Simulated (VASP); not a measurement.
# Zr (P6/mmm) in VASP: relaxation of cell and atoms with PBE

Aim: the relaxation of cell and atoms of Zr with PBE.

Everything below comes from runs of VASP 6.6.1. Logs are shortened: lines on timing, memory, paths and dates and some standing lists are left out, and cuts for length are marked.

**1. The cell of the first run**

Symmetry: P6/mmm, No. 191, hexagonal system. The conventional cell has a = 5.033 Å, b = 5.033 Å, c = 3.132 Å, α = 90.00°, β = 90.00°, γ = 120.00°. Within 3.8 Å of Zr (site symmetry -6m2) lie 11 Zr at 2.91 to 3.30 Å. Zr (site symmetry 6/mmm) has 14 Zr at 3.13 to 3.30 Å within 4.1 Å.

**2. Relaxation of cell and atoms, PBE**

INCAR

```
SYSTEM = Zr
PREC = Accurate
ENCUT = 600
EDIFF = 1E-6
ISMEAR = 0
SIGMA = 0.1
LREAL = .FALSE.
LASPH = .TRUE.
NELM = 100
ALGO = Normal
ISIF = 3
LWAVE = .FALSE.
LCHARG = .FALSE.
GGA = PE
IBRION = 2
NSW = 100
EDIFFG = -0.005
```

KPOINTS

```
regular mesh
0
G
  12 12 14
  0 0 0
```

POSCAR

```
Zr
1.0
    5.0328000000      0.0000000000      0.0000000000
   -2.5164000000      4.3585326500      0.0000000000
    0.0000000000      0.0000000000      3.1324000000
Zr
3
Direct
    0.6666666700      0.3333333300      0.5000000000
    0.3333333300      0.6666666700      0.5000000000
    0.0000000000      0.0000000000      0.0000000000
```

Potentials or basis: VASP PAW PBE potentials, release 64 (Zr_sv).

On the command line:

```sh
> cat potpaw_PBE.64/Zr_sv/POTCAR > POTCAR
> mpirun -np 1 vasp_std > vasp.out
```

OUTCAR:

```text
SYSTEM = Zr
   PREC = Accurate
   ENCUT = 600
   EDIFF = 1E-6
   ISMEAR = 0
   LREAL = .FALSE.
   LASPH = .TRUE.
   NELM = 100
   ISIF = 3
   GGA = PE
   IBRION = 2
   NSW = 100
   EDIFFG = -0.005

 ion  position               nearest neighbor table
   1  0.667  0.333  0.500-   2 2.91   2 2.91   2 2.91   3 3.30   3 3.30   3 3.30   3 3.30   3 3.30
                             3 3.30
   2  0.333  0.667  0.500-   1 2.91   1 2.91   1 2.91   3 3.30   3 3.30   3 3.30   3 3.30   3 3.30
                             3 3.30
   3  0.000  0.000  0.000-   1 3.30   2 3.30   1 3.30   2 3.30   2 3.30   2 3.30   1 3.30   1 3.30
                             1 3.30   1 3.30   2 3.30   2 3.30

  LATTYP: Found a hexagonal cell.
 ALAT       =     5.0328000000
 C/A-ratio  =     0.6223970752

  Lattice vectors:

 A1 = (   5.0328000000,   0.0000000000,   0.0000000000)
 A2 = (  -2.5164000000,   4.3585326500,   0.0000000000)
 A3 = (   0.0000000000,   0.0000000000,   3.1324000000)

Analysis of symmetry for initial positions (statically):
=====================================================================
 Subroutine PRICEL returns:
 Original cell was already a primitive cell.

 Routine SETGRP: Setting up the symmetry group for a
 hexagonal supercell.

 Subroutine GETGRP returns: Found 24 space group operations
 (whereof 24 operations were pure point group operations)
 out of a pool of 24 trial point group operations.

The static configuration has the point symmetry D_6h.

Analysis of symmetry for dynamics (positions and initial velocities):
=====================================================================
 Subroutine PRICEL returns:
 Original cell was already a primitive cell.

 Routine SETGRP: Setting up the symmetry group for a
 hexagonal supercell.

 Subroutine GETGRP returns: Found 24 space group operations
 (whereof 24 operations were pure point group operations)
 out of a pool of 24 trial point group operations.

The dynamic configuration has the point symmetry D_6h.

 Subroutine INISYM returns: Found 24 space group operations
 (whereof 24 operations are pure point group operations),
 and found     1 'primitive' translations

----------------------------------------------------------------------------------------

                                     Primitive cell

  volume of cell :      68.7111

  direct lattice vectors                    reciprocal lattice vectors
     5.032800000  0.000000000  0.000000000     0.198696551  0.114717507  0.000000000
    -2.516400000  4.358532650  0.000000000     0.000000000  0.229435014  0.000000000
     0.000000000  0.000000000  3.132400000     0.000000000  0.000000000  0.319244030

  length of vectors
     5.032800000  5.032799998  3.132400000     0.229435014  0.229435014  0.319244030

  position of ions in fractional coordinates (direct lattice)
     0.666666670  0.333333330  0.500000000
     0.333333330  0.666666670  0.500000000
     0.000000000  0.000000000  0.000000000

  ion indices of the primitive-cell ions
   primitive index   ion index
                 1           1
                 2           2
                 3           3

----------------------------------------------------------------------------------------

 KPOINTS: regular mesh

Automatic generation of k-mesh.
 Grid dimensions read from file:
 generate k-points for:   12   12   14

 Generating k-lattice:

  Cartesian coordinates                     Fractional coordinates (reciprocal lattice)
     0.016558046  0.009559792  0.000000000     0.083333333  0.000000000  0.000000000
     0.000000000  0.019119585  0.000000000     0.000000000  0.083333333  0.000000000
     0.000000000  0.000000000  0.022803145     0.000000000  0.000000000  0.071428571

  Length of vectors
     0.019119585  0.019119585  0.022803145

  Shift w.r.t. Gamma in fractional coordinates (k-lattice)
     0.000000000  0.000000000  0.000000000

 Subroutine IBZKPT returns following result:
 ===========================================

 Found    152 irreducible k-points:

 Following reciprocal coordinates:
            Coordinates               Weight
  0.000000  0.000000  0.000000      1.000000
  0.083333  0.000000  0.000000      6.000000
  0.166667  0.000000  0.000000      6.000000
  0.250000  0.000000  0.000000      6.000000
  0.333333  0.000000  0.000000      6.000000
  0.416667  0.000000  0.000000      6.000000
[... 16 lines left out ...]
  0.250000  0.000000  0.071429     12.000000
  0.333333  0.000000  0.071429     12.000000
 [... further k-points ...]
   k-points           NKPTS =    152   k-points in BZ     NKDIM =    152   number of bands    NBANDS=     22
   number of dos      NEDOS =    301   number of ions     NIONS =      3
   total plane-waves  NPLWV =  44800
   dimension x,y,z NGX =    40 NGY =   40 NGZ =   28
   dimension x,y,z NGXF=    80 NGYF=   80 NGZF=   56
   ions per type =               3
   NGX,Y,Z   is equivalent  to a cutoff of  13.21, 13.21, 14.86 a.u.
   NGXF,Y,Z  is equivalent  to a cutoff of  26.43, 26.43, 29.72 a.u.
 SYSTEM =  Zr
   PREC   = accura    normal or accurate (medium, high low for compatibility)
   ISTART =      0    job   : 0-new  1-cont  2-samecut
   ICHARG =      2    charge: 1-file 2-atom 10-const
   ISPIN  =      1    spin polarized calculation?
   LNONCOLLINEAR =      F non collinear calculations
   LSORBIT =      F    spin-orbit coupling
   LASPH  =      T    aspherical Exc in radial PAW
   ENCUT  =  600.0 eV  44.10 Ry    6.64 a.u.  10.05 10.05  6.26*2*pi/ulx,y,z
   NELM   =    100;   NELMIN=  2; NELMDL= -5     # of ELM steps
   EDIFF  = 0.1E-05   stopping-criterion for ELM
   LREAL  =      F    real-space projection
   EDIFFG = -.5E-02   stopping-criterion for IOM
   NSW    =    100    number of steps for IOM
   IBRION =      2    ionic relax: 0-MD 1-quasi-New 2-CG
   NFREE  =      1    steps in history (QN), initial steepest desc. (CG)
   ISIF   =      3    stress and relaxation
   ISYM   =      2    0-nonsym 1-usesym 2-fastsym
   POTIM  = 0.5000    time-step for ionic-motion
   TEBEG  =    0.0;   TEEND  =   0.0 temperature during run
   PSTRESS=    0.0 pullay stress
   NELECT =      36.0000    total number of electrons
   NUPDOWN=      -1.0000    fix difference up-down
   EMIN   =  10.00;   EMAX   =-10.00  energy-range for DOS
   EFERMI =   0.00;   METHOD = LEGACY
   ISMEAR =     0;   SIGMA  =   0.10  broadening in eV -4-tet -1-fermi 0-gaus
   EFERMI_NEDOS =   21; number of points for ismear=-14 and -15
   IALGO  =     38    algorithm
   IMIX   =      4    mixing-type and parameters
     AMIX     =   0.40;   BMIX     =  1.00
     AMIX_MAG =   1.60;   BMIX_MAG =  1.00
  volume/ion in A,a.u.               =      22.90       154.56
  Fermi-wavevector in a.u.,A,eV,Ry     =   1.319775  2.494013 23.698714  1.741806
  Thomas-Fermi vector in A             =   2.449649
   LORBIT       =      0    0 simple, 1 ext, 2 COOP (PROOUT), +10 PAW based schemes
   GGA     = PE    functional components
   LHFCALC =     F    Hartree Fock is set to
   AEXX    =    0.0000 exact exchange contribution
   IVDW    =     0    specifies the selected vdW correction
   LEPSILON=     F    determine dielectric tensor
   LRPA    =     F    only Hartree local field effects (RPA)
 conjugate gradient relaxation of ions
 non-spin polarized calculation
 Gauss-broadening in eV      SIGMA  =   0.10
  energy-cutoff  :      600.00
  volume of cell :       68.71
 maximum number of plane-waves:      2328
   NGX = 21   NGY = 21   NGZ = 13

--------------------------------------- Ionic step        1  -------------------------------------------

 number of electron      36.0000000 magnetization

 Free energy of the ion-electron system (eV)
  ---------------------------------------------------
  ext. energy  EPLUGINS =         0.00000000
  ---------------------------------------------------
  free energy    TOTEN  =       -25.56513872 eV

  energy without entropy =      -25.54952684  energy(sigma->0) =      -25.55733278

------------------------ aborting loop because EDIFF is reached ----------------------------------------

  FORCE on cell =-STRESS in cart. coord.  units (eV):
  Direction    XX          YY          ZZ          XY          YZ          ZX
  --------------------------------------------------------------------------------------
  -------------------------------------------------------------------------------------
  Total        0.3198690      0.3198690      0.5364728      0.0000000      0.0000000     -0.0000000
  in kB        7.4585701      7.4585701     12.5092444      0.0000000      0.0000000     -0.0000000
  external PRESSURE =       9.1421282 kB  Pullay stress =       0.0000000 kB

 VOLUME and BASIS-vectors are now :
 -----------------------------------------------------------------------------
  energy-cutoff  :      600.00
  volume of cell :       68.71
      direct lattice vectors                 reciprocal lattice vectors
     5.032800000  0.000000000  0.000000000     0.198696551  0.114717507  0.000000000
    -2.516400000  4.358532650  0.000000000     0.000000000  0.229435014  0.000000000
     0.000000000  0.000000000  3.132400000     0.000000000  0.000000000  0.319244030
[... 112 lines left out ...]
 POSITION                                       TOTAL-FORCE (eV/Angst)
 -----------------------------------------------------------------------------------
      2.52314      1.45673      1.57323        -0.000000      0.000000     -0.000000
     -0.00000      2.91347      1.57323         0.000000      0.000000      0.000000
      0.00000      0.00000     -0.00000        -0.000000      0.000000      0.000000
 -----------------------------------------------------------------------------------
    total drift:                                0.000000     -0.000000      0.000000

  FREE ENERGIE OF THE ION-ELECTRON SYSTEM (eV)
  ---------------------------------------------------
  free  energy   TOTEN  =       -25.5671447022 eV

  energy  without entropy=      -25.5516267087  energy(sigma->0) =      -25.55938571

--------------------------------------- Ionic step        5  -------------------------------------------

 number of electron      36.0000000 magnetization

 Free energy of the ion-electron system (eV)
  ---------------------------------------------------
  ext. energy  EPLUGINS =         0.00000000
  ---------------------------------------------------
  free energy    TOTEN  =       -25.56719212 eV

  energy without entropy =      -25.55175267  energy(sigma->0) =      -25.55947239

 E-fermi :   8.9438     XC(G=0): -11.1115

 val. band max:        8.9426032131   @ k =   0.1667   0.0000   0.0714
 cond. band min:       8.9441552703   @ k =   0.0000   0.0000   0.0714
 fundamental gap:      0.0015520572
 Fermi energy:         8.9437736268

 k-point     1 :       0.0000    0.0000    0.0000
  band No.  band energies     occupation
      1     -39.9409      2.00000
      2     -39.6627      2.00000
      3     -39.4707      2.00000
      4     -18.0706      2.00000
      5     -18.0706      2.00000
      6     -18.0551      2.00000
[... 14 lines left out ...]
     21      10.5594      0.00000
     22      10.5594      0.00000
[... 552 lines left out ...]
  band No.  band energies     occupation
      1     -39.9261      2.00000
      2     -39.6291      2.00000
      3     -39.5126      2.00000
      4     -18.3118      2.00000
      5     -18.1312      2.00000
      6     -17.7896      2.00000
[... 14 lines left out ...]
     21       9.8072      0.00000
     22      10.2971      0.00000

 [... further k-points ...]

------------------------ aborting loop because EDIFF is reached ----------------------------------------

  FORCE on cell =-STRESS in cart. coord.  units (eV):
  Direction    XX          YY          ZZ          XY          YZ          ZX
  --------------------------------------------------------------------------------------
  -------------------------------------------------------------------------------------
  Total       -0.0105876     -0.0105876     -0.0055657      0.0000000      0.0000000     -0.0000000
  in kB       -0.2445323     -0.2445323     -0.1285468      0.0000000      0.0000000     -0.0000000
  external PRESSURE =      -0.2058705 kB  Pullay stress =       0.0000000 kB

 VOLUME and BASIS-vectors are now :
 -----------------------------------------------------------------------------
  energy-cutoff  :      600.00
  volume of cell :       69.37
      direct lattice vectors                 reciprocal lattice vectors
     5.043460803 -0.000000000 -0.000000000     0.198276548  0.114475019  0.000000000
    -2.521730402  4.367765176 -0.000000000     0.000000000  0.228950037  0.000000000
    -0.000000000 -0.000000000  3.149076382     0.000000000  0.000000000  0.317553428

 POSITION                                       TOTAL-FORCE (eV/Angst)
 -----------------------------------------------------------------------------------
      2.52173      1.45592      1.57454         0.000000      0.000000     -0.000000
     -0.00000      2.91184      1.57454        -0.000000     -0.000000      0.000000
     -0.00000     -0.00000      3.14908         0.000000     -0.000000      0.000000
 -----------------------------------------------------------------------------------
    total drift:                                0.000000     -0.000000      0.000000

  FREE ENERGIE OF THE ION-ELECTRON SYSTEM (eV)
  ---------------------------------------------------
  free  energy   TOTEN  =       -25.5671921197 eV

  energy  without entropy=      -25.5517526673  energy(sigma->0) =      -25.55947239

 reached required accuracy - stopping structural energy minimisation
```

It took 5.4 min on 1 thread of Intel Xeon 6975P-C (Granite Rapids), shared host; peak memory 0.37 GiB.

Results:

| Item | Value |
| --- | --- |
| Free energy | -25.5672 eV |
| Relaxed volume | 23.12 Å³/atom |
| Relaxed cell | a = 5.043 Å, b = 5.043 Å, c = 3.149 Å, α = 90.00°, β = 90.00°, γ = 120.00° |
| Space group after relaxing (to 0.05 Å) | P6/mmm (No. 191) |
| Energy gained by relaxing | 0.7 meV/atom |
| Ionic steps | 5 |
| Pressure after relaxing | 0.0 GPa |
| Band gap on the k mesh | zero (band 18 reaches 9.26 eV, above the bottom of band 19 at 8.71 eV) |

Step by step:
```csv
step,energy change (eV),largest force (eV/Å),pressure (GPa),volume (Å³)
1,0.0000,0.0000,0.91,68.71
2,-0.0002,0.0000,-0.89,70.02
3,-0.0020,0.0000,-0.02,69.38
4,-0.0020,0.0000,-0.03,69.39
5,-0.0021,0.0000,-0.02,69.37
```

Final structure:
```
CELL_PARAMETERS angstrom
5.04346 0.00000 0.00000
-2.52173 4.36777 0.00000
0.00000 0.00000 3.14908
ATOMIC_POSITIONS crystal
Zr 0.66667 0.33333 0.50000
Zr 0.33333 0.66667 0.50000
Zr 0.00000 0.00000 0.00000
```
